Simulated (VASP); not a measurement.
BaTiO3, 10 atoms in the cell. The typed cell holds 10 atoms: a = 5.582 Å, b = 5.582 Å, c = 5.582 Å, α = 60.00°, β = 60.00°, γ = 60.00°. 

* Program: VASP 6.6.1
* Task: single point
* Functional: LDA
* Potentials or basis: VASP PAW LDA potentials, release 64 (Ba_sv, Ti_sv, O)
* Cutoff: 600 eV
* k mesh: 6 × 6 × 6
* Occupations: fermi-dirac, width 0.05 eV
* Spin: no spin polarisation
* Hubbard terms: Ti d U = 5.0 eV
* Dipole correction: no
* Further INCAR settings: ALGO = Normal; EDIFF = 1e-06; NBANDS = 51

Potentials or basis: VASP PAW LDA potentials, release 64 (Ba_sv, Ti_sv, O).

Run with:

```console
$ cat potpaw_LDA.64/Ba_sv/POTCAR potpaw_LDA.64/Ti_sv/POTCAR potpaw_LDA.64/O/POTCAR > POTCAR
$ mpirun -np 4 vasp_std > vasp.out
```

Hardware: 4 MPI ranks on Intel(R) Xeon(R) 6975P-C (Granite Rapids), with other jobs on the host.

Estimate the wall time of this run.

Wall time 2.9 min on 4 MPI ranks on Intel(R) Xeon(R) 6975P-C (Granite Rapids) (shared host), peak memory 0.75 GiB a rank. Counts: scf iterations 16, k points 112.
